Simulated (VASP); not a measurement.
# TiN (Fm-3m) in VASP: single point with r2SCAN

Aim: the single point of TiN with r2SCAN.

Program: VASP 6.6.1. These are calculated values, not measurements. Logs are shortened: lines on timing, memory, paths and dates and some standing lists are left out, and cuts for length are marked.

## (1) The cell of the first run

It takes space group Fm-3m (No. 225, cubic). The conventional cell has a = 4.267 Å, b = 4.267 Å, c = 4.267 Å, α = 90.00°, β = 90.00°, γ = 90.00°. Ti (site symmetry m-3m) has 6 N at 2.13 Å within 2.8 Å. N (site symmetry m-3m) has 6 Ti at 2.13 Å within 2.8 Å.

## (2) Single point, r2SCAN, collinear spin

POSCAR

```
TiN
1.0
    0.0000000000      2.1335964958      2.1335964958
    2.1335964958      0.0000000000      2.1335964958
    2.1335964958      2.1335964958      0.0000000000
Ti N
1 1
Direct
    0.0000000000      0.0000000000      0.0000000000
    0.5000000000      0.5000000000      0.5000000000
```

INCAR.step1

```
  ALGO = Normal
  EDIFF = 1E-5
  ENCUT = 1460
  GGA = PE
  GGA_COMPAT = False
  ISMEAR = 0
  ISPIN = 2
  LASPH = True
  LCHARG = False
  LMAXMIX = 4
  LREAL = False
  LWAVE = True
  MAGMOM = 1 0
  NBANDS = 20
  NELM = 200
  PREC = Accurate
  SIGMA = 0.1
```

INCAR.step2

```
  ALGO = Normal
  EDIFF = 1E-6
  ENCUT = 1460
  GGA_COMPAT = False
  ISIF = 2
  ISMEAR = 0
  ISPIN = 2
  ISTART = 1
  LASPH = True
  LCHARG = False
  LMAXMIX = 4
  LMIXTAU = True
  LORBIT = 11
  LREAL = False
  LWAVE = False
  MAGMOM = 1 0
  METAGGA = R2SCAN
  NBANDS = 20
  NELM = 200
  PREC = Accurate
  SIGMA = 0.1
```

KPOINTS

```
k-points
0
Gamma
  8 8 8
```

Potentials or basis: VASP PAW PBE potentials, release 64 (Ti_sv, N_h).

Launch:

```
$ cat potpaw_PBE.64/Ti_sv/POTCAR potpaw_PBE.64/N_h/POTCAR > POTCAR
$ cp INCAR.step1 INCAR
$ mpirun -np 1 vasp_std > vasp.out
$ cp INCAR.step2 INCAR
$ mpirun -np 1 vasp_std > vasp.out
```

OUTCAR:

```text
EDIFF = 1E-6
   ENCUT = 1460
   ISIF = 2
   ISMEAR = 0
   ISPIN = 2
   ISTART = 1
   LASPH = True
   LORBIT = 11
   LREAL = False
   METAGGA = R2SCAN
   NELM = 200
   PREC = Accurate

 ion  position               nearest neighbor table
   1  0.000  0.000  0.000-   2 2.13   2 2.13   2 2.13   2 2.13   2 2.13   2 2.13
   2  0.500  0.500  0.500-   1 2.13   1 2.13   1 2.13   1 2.13   1 2.13   1 2.13

  LATTYP: Found a face centered cubic cell.
 ALAT       =     4.2671929916

  Lattice vectors:

 A1 = (   0.0000000000,   2.1335964958,   2.1335964958)
 A2 = (   2.1335964958,   0.0000000000,   2.1335964958)
 A3 = (   2.1335964958,   2.1335964958,   0.0000000000)

Analysis of symmetry for initial positions (statically):
=====================================================================
 Subroutine PRICEL returns:
 Original cell was already a primitive cell.

 Routine SETGRP: Setting up the symmetry group for a
 face centered cubic supercell.

 Subroutine GETGRP returns: Found 48 space group operations
 (whereof 48 operations were pure point group operations)
 out of a pool of 48 trial point group operations.

The static configuration has the point symmetry O_h .

Analysis of symmetry for dynamics (positions and initial velocities):
=====================================================================
 Subroutine PRICEL returns:
 Original cell was already a primitive cell.

 Routine SETGRP: Setting up the symmetry group for a
 face centered cubic supercell.

 Subroutine GETGRP returns: Found 48 space group operations
 (whereof 48 operations were pure point group operations)
 out of a pool of 48 trial point group operations.

The dynamic configuration has the point symmetry O_h .

Analysis of structural, dynamic, and magnetic symmetry:
=====================================================================
 Subroutine PRICEL returns:
 Original cell was already a primitive cell.

 Routine SETGRP: Setting up the symmetry group for a
 face centered cubic supercell.

 Subroutine GETGRP returns: Found 48 space group operations
 (whereof 48 operations were pure point group operations)
 out of a pool of 48 trial point group operations.

The overall configuration has the point symmetry O_h .

 Subroutine INISYM returns: Found 48 space group operations
 (whereof 48 operations are pure point group operations),
 and found     1 'primitive' translations

----------------------------------------------------------------------------------------

                                     Primitive cell

  volume of cell :      19.4253

  direct lattice vectors                    reciprocal lattice vectors
     0.000000000  2.133596496  2.133596496    -0.234346092  0.234346092  0.234346092
     2.133596496  0.000000000  2.133596496     0.234346092 -0.234346092  0.234346092
     2.133596496  2.133596496  0.000000000     0.234346092  0.234346092 -0.234346092

  length of vectors
     3.017361101  3.017361101  3.017361101     0.405899337  0.405899337  0.405899337

  position of ions in fractional coordinates (direct lattice)
     0.000000000  0.000000000  0.000000000
     0.500000000  0.500000000  0.500000000

  ion indices of the primitive-cell ions
   primitive index   ion index
                 1           1
                 2           2

----------------------------------------------------------------------------------------

 KPOINTS: k-points

Automatic generation of k-mesh.
 Grid dimensions read from file:
 generate k-points for:    8    8    8

 Generating k-lattice:

  Cartesian coordinates                     Fractional coordinates (reciprocal lattice)
    -0.029293261  0.029293261  0.029293261     0.125000000  0.000000000  0.000000000
     0.029293261 -0.029293261  0.029293261     0.000000000  0.125000000  0.000000000
     0.029293261  0.029293261 -0.029293261     0.000000000  0.000000000  0.125000000

  Length of vectors
     0.050737417  0.050737417  0.050737417

  Shift w.r.t. Gamma in fractional coordinates (k-lattice)
     0.000000000  0.000000000  0.000000000

 Subroutine IBZKPT returns following result:
 ===========================================

 Found     29 irreducible k-points:

 Following reciprocal coordinates:
            Coordinates               Weight
  0.000000  0.000000  0.000000      1.000000
  0.125000  0.000000  0.000000      8.000000
  0.250000  0.000000  0.000000      8.000000
  0.375000  0.000000  0.000000      8.000000
  0.500000  0.000000  0.000000      4.000000
  0.125000  0.125000  0.000000      6.000000
[... 16 lines left out ...]
  0.500000  0.250000  0.125000     48.000000
 -0.375000  0.250000  0.125000     24.000000
 [... further k-points ...]
   k-points           NKPTS =     29   k-points in BZ     NKDIM =     29   number of bands    NBANDS=     20
   number of dos      NEDOS =    301   number of ions     NIONS =      2
   total plane-waves  NPLWV =  64000
   dimension x,y,z NGX =    40 NGY =   40 NGZ =   40
   dimension x,y,z NGXF=    80 NGYF=   80 NGZF=   80
   ions per type =               1   1
   NGX,Y,Z   is equivalent  to a cutoff of  22.04, 22.04, 22.04 a.u.
   NGXF,Y,Z  is equivalent  to a cutoff of  44.08, 44.08, 44.08 a.u.
 SYSTEM =  unknown system
   PREC   = accura    normal or accurate (medium, high low for compatibility)
   ISTART =      1    job   : 0-new  1-cont  2-samecut
   ICHARG =      0    charge: 1-file 2-atom 10-const
   ISPIN  =      2    spin polarized calculation?
   LNONCOLLINEAR =      F non collinear calculations
   LSORBIT =      F    spin-orbit coupling
   LASPH  =      T    aspherical Exc in radial PAW
   ENCUT  = 1460.0 eV 107.31 Ry   10.36 a.u.   9.40  9.40  9.40*2*pi/ulx,y,z
   NELM   =    200;   NELMIN=  2; NELMDL=  0     # of ELM steps
   EDIFF  = 0.1E-05   stopping-criterion for ELM
   LREAL  =      F    real-space projection
   EDIFFG = 0.1E-04   stopping-criterion for IOM
   NSW    =      0    number of steps for IOM
   IBRION =     -1    ionic relax: 0-MD 1-quasi-New 2-CG
   NFREE  =      0    steps in history (QN), initial steepest desc. (CG)
   ISIF   =      2    stress and relaxation
   ISYM   =      2    0-nonsym 1-usesym 2-fastsym
   POTIM  = 0.5000    time-step for ionic-motion
   TEBEG  =    0.0;   TEEND  =   0.0 temperature during run
   PSTRESS=    0.0 pullay stress
   NELECT =      17.0000    total number of electrons
   NUPDOWN=      -1.0000    fix difference up-down
   EMIN   =  10.00;   EMAX   =-10.00  energy-range for DOS
   EFERMI =   0.00;   METHOD = LEGACY
   ISMEAR =     0;   SIGMA  =   0.10  broadening in eV -4-tet -1-fermi 0-gaus
   EFERMI_NEDOS =   21; number of points for ismear=-14 and -15
   IALGO  =     38    algorithm
   IMIX   =      4    mixing-type and parameters
     AMIX     =   0.40;   BMIX     =  1.00
     AMIX_MAG =   1.60;   BMIX_MAG =  1.00
  volume/ion in A,a.u.               =       9.71        65.54
  Fermi-wavevector in a.u.,A,eV,Ry     =   1.565917  2.959155 33.362809  2.452097
  Thomas-Fermi vector in A             =   2.668323
   LORBIT       =     11    0 simple, 1 ext, 2 COOP (PROOUT), +10 PAW based schemes
   METAGGA = R2SCAN    functional components
   LHFCALC =     F    Hartree Fock is set to
   AEXX    =    0.0000 exact exchange contribution
   IVDW    =     0    specifies the selected vdW correction
   LEPSILON=     F    determine dielectric tensor
   LRPA    =     F    only Hartree local field effects (RPA)
 spin polarized calculation
 Gauss-broadening in eV      SIGMA  =   0.10
  energy-cutoff  :     1460.00
  volume of cell :       19.43
 maximum number of plane-waves:      2481
 NGX is ok and might be reduce to    40
   NGX = 19   NGY = 19   NGZ = 19

 number of electron      17.0000000 magnetization       0.0000206

 Free energy of the ion-electron system (eV)
  ---------------------------------------------------
  ext. energy  EPLUGINS =         0.00000000
  ---------------------------------------------------
  free energy    TOTEN  =       -26.00260041 eV

  energy without entropy =      -25.99400978  energy(sigma->0) =      -25.99830510

 E-fermi :  11.7742     XC(G=0): -13.7547

 val. band max:       11.7249470364   @ k =   0.1250   0.0000   0.0000
 cond. band min:      11.7874054348   @ k =   0.3750   0.1250   0.0000
 fundamental gap:      0.0624583984
 Fermi energy:        11.7741598459

 spin component 1

 k-point     1 :       0.0000    0.0000    0.0000
  band No.  band energies     occupation
      1     -48.6301      1.00000
      2     -23.5815      1.00000
      3     -23.5815      1.00000
      4     -23.5815      1.00000
      5      -6.3944      1.00000
      6       9.3954      1.00000
[... 12 lines left out ...]
     19      39.2944      0.00000
     20      39.2944      0.00000

 k-point     2 :       0.1250    0.0000    0.0000
  band No.  band energies     occupation
      1     -48.6169      1.00000
      2     -23.6757      1.00000
      3     -23.5890      1.00000
      4     -23.5890      1.00000
      5      -6.1051      1.00000
      6       8.0524      1.00000
[... 498 lines left out ...]
 k-point    24 :      -0.3750    0.2500    0.1250
  band No.  band energies     occupation
      1     -48.5250      1.00000
      2     -24.0957      1.00000
      3     -23.7832      1.00000
      4     -23.6840      1.00000
      5      -4.3265      1.00000
      6       4.3170      1.00000
[... 12 lines left out ...]
     19      35.6522      0.00000
     20      39.6821      0.00000

 [... further k-points ...]

 spin component 2

 k-point     1 :       0.0000    0.0000    0.0000
  band No.  band energies     occupation
      1     -48.6301      1.00000
      2     -23.5814      1.00000
      3     -23.5814      1.00000
      4     -23.5814      1.00000
      5      -6.3944      1.00000
      6       9.3954      1.00000
[... 12 lines left out ...]
     19      39.2944      0.00000
     20      39.2944      0.00000

 k-point     2 :       0.1250    0.0000    0.0000
  band No.  band energies     occupation
      1     -48.6169      1.00000
      2     -23.6756      1.00000
      3     -23.5890      1.00000
      4     -23.5890      1.00000
      5      -6.1051      1.00000
      6       8.0524      1.00000
[... 498 lines left out ...]
 k-point    24 :      -0.3750    0.2500    0.1250
  band No.  band energies     occupation
      1     -48.5250      1.00000
      2     -24.0956      1.00000
      3     -23.7832      1.00000
      4     -23.6840      1.00000
      5      -4.3265      1.00000
      6       4.3170      1.00000
[... 12 lines left out ...]
     19      35.6522      0.00000
     20      39.6821      0.00000

 [... further k-points ...]
[... 5 lines left out ...]
  --------------------------------------------------------------------------------------
  -------------------------------------------------------------------------------------
  Total       -0.6498308     -0.6498308     -0.6498308      0.0000000      0.0000000      0.0000000
  in kB      -53.5974347    -53.5974347    -53.5974347      0.0000000      0.0000000      0.0000000
  external PRESSURE =     -53.5974347 kB  Pullay stress =       0.0000000 kB

 VOLUME and BASIS-vectors are now :
 -----------------------------------------------------------------------------
  energy-cutoff  :     1460.00
  volume of cell :       19.43
      direct lattice vectors                 reciprocal lattice vectors
     0.000000000  2.133596496  2.133596496    -0.234346092  0.234346092  0.234346092
     2.133596496  0.000000000  2.133596496     0.234346092 -0.234346092  0.234346092
     2.133596496  2.133596496  0.000000000     0.234346092  0.234346092 -0.234346092

 POSITION                                       TOTAL-FORCE (eV/Angst)
 -----------------------------------------------------------------------------------
      0.00000      0.00000      0.00000        -0.000000      0.000000      0.000000
      2.13360      2.13360      2.13360         0.000000     -0.000000     -0.000000
 -----------------------------------------------------------------------------------
    total drift:                                0.000000     -0.000000     -0.000000

  FREE ENERGIE OF THE ION-ELECTRON SYSTEM (eV)
  ---------------------------------------------------
  free  energy   TOTEN  =       -26.0026004109 eV

  energy  without entropy=      -25.9940097809  energy(sigma->0) =      -25.99830510

 total charge

# of ion       s       p       d       tot
------------------------------------------
    1        2.176   6.219   1.915  10.310
    2        0.728   1.498   0.000   2.226
--------------------------------------------------
tot          2.904   7.717   1.915  12.536

 magnetization (x)

# of ion       s       p       d       tot
------------------------------------------
    1        0.000   0.000   0.000   0.000
    2        0.000   0.000   0.000   0.000
--------------------------------------------------
tot          0.000   0.000   0.000   0.000
```

Run time: 5.6 min. Hardware: 1 thread of Intel Xeon Platinum 8259CL at 2.50GHz (Skylake/Cascade Lake), shared host; peak memory 0.38 GiB.

Results:

```yaml
Free_energy: -26.0026 eV
Pressure: -5.4 GPa
Net_moment: 0.00 μB per cell
Valence_electrons_inside_the_program's_atomic_spheres: Ti 10.31; N 2.23
```

Caveat: the cell stands under tension; the PAW data sets were made with another functional, which shifts forces and pressure a little.
